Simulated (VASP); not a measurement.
Set up this calculation in VASP 6.6.1, as the native input.

* Task: single point
* Functional: LDA
* Potentials or basis: VASP PAW LDA potentials, release 64 (H, Br)
* Cutoff: 520 eV
* k mesh: 6 × 6 × 6
* Occupations: gaussian, width 0.1 eV
* Spin: no spin polarisation
* Dipole correction: no
* Further INCAR settings: ALGO = Normal; EDIFF = 1e-06; NBANDS = 11

The structure of HBr lies in POSCAR:

```
HBr
1.0
    0.0000000000      3.4069773357      3.4230346587
    1.6708935217      0.0000000000      3.4230346587
    1.6708935217      3.4069773357      0.0000000000
H Br
1 1
Direct
    0.0000000000      0.0000000000      0.0000000000
    0.5000000000      0.5000000000      0.5000000000
```

The input as run:

INCAR

```
SYSTEM = HBr
PREC = Accurate
ENCUT = 520
EDIFF = 1E-6
ISMEAR = 0
SIGMA = 0.1
LREAL = .FALSE.
LASPH = .TRUE.
NELM = 60
ALGO = Normal
ISIF = 2
LWAVE = .FALSE.
LCHARG = .FALSE.
GGA = CA
NBANDS = 11
```

KPOINTS

```
regular mesh
0
G
  6 6 6
  0 0 0
```

Potentials or basis: VASP PAW LDA potentials, release 64 (H, Br).

Launch:

```sh
$ cat potpaw_LDA.64/H/POTCAR potpaw_LDA.64/Br/POTCAR > POTCAR
$ mpirun -np 1 vasp_std > vasp.out
```

Results of the run:

```yaml
Pressure: 0.1 GPa
Band_gap_on_the_k_mesh: 0.70 eV (least direct gap 1.09 eV)
```

Wall time 9.4 s on 1 thread of AMD EPYC 9R45 96-Core Processor (Zen 5), on a shared host, peak memory 0.13 GiB.
